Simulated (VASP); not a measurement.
Write the native input for VASP 6.6.1 that does the following.

```yaml
Task: single point
Functional: PBEsol
Potentials_or_basis: VASP PAW PBE potentials, release 64 (Al, Ru_pv)
Cutoff: 520 eV
k_mesh: 8 × 8 × 8
Occupations: gaussian, width 0.01 eV
Spin: no spin polarisation
Dipole_correction: no
Further_INCAR_settings: ALGO = Normal; EDIFF = 1e-06; NBANDS = 29
```

The structure of Al2Ru lies in POSCAR:

```
Al2Ru
1.0
    0.0000000000      3.9898374997      4.3915250777
    2.3524746913      0.0000000000      4.3915250777
    2.3524746913      3.9898374997      0.0000000000
Al Ru
4 2
Direct
    0.0790610300      0.4209389700      0.0790610300
    0.4209389700      0.0790610300      0.4209389700
    0.1709389700      0.8290610300      0.1709389700
    0.8290610300      0.1709389700      0.8290610300
    0.7500000000      0.7500000000      0.7500000000
    0.5000000000      0.5000000000      0.5000000000
```

One way to write it, as run:

INCAR

```
SYSTEM = Al2Ru
PREC = Accurate ; ENCUT = 520
EDIFF = 1E-6 ; ISMEAR = 0
SIGMA = 0.01 ; LREAL = .False.
LASPH = .True. ; NELM = 80
ALGO = Normal ; ISIF = 2
LWAVE = .False. ; LCHARG = .False.
GGA = PS ; NBANDS = 29
```

KPOINTS

```
Automatic mesh
0
Gamma
  8 8 8
  0 0 0
```

Potentials or basis: VASP PAW PBE potentials, release 64 (Al, Ru_pv).

Run with:

```sh
$ cat potpaw_PBE.64/Al/POTCAR potpaw_PBE.64/Ru_pv/POTCAR > POTCAR
$ mpirun -np 1 vasp_std > vasp.out
```

It gave:

The pressure is -0.4 GPa. The largest force is 0.015 eV/Å.

Caveat: the PAW data sets were made with another functional, which shifts forces and pressure a little.

It took 4 min on 1 thread of Intel(R) Xeon(R) Platinum 8259CL CPU @ 2.50GHz (Skylake/Cascade Lake) (shared host), peak memory 0.36 GiB.
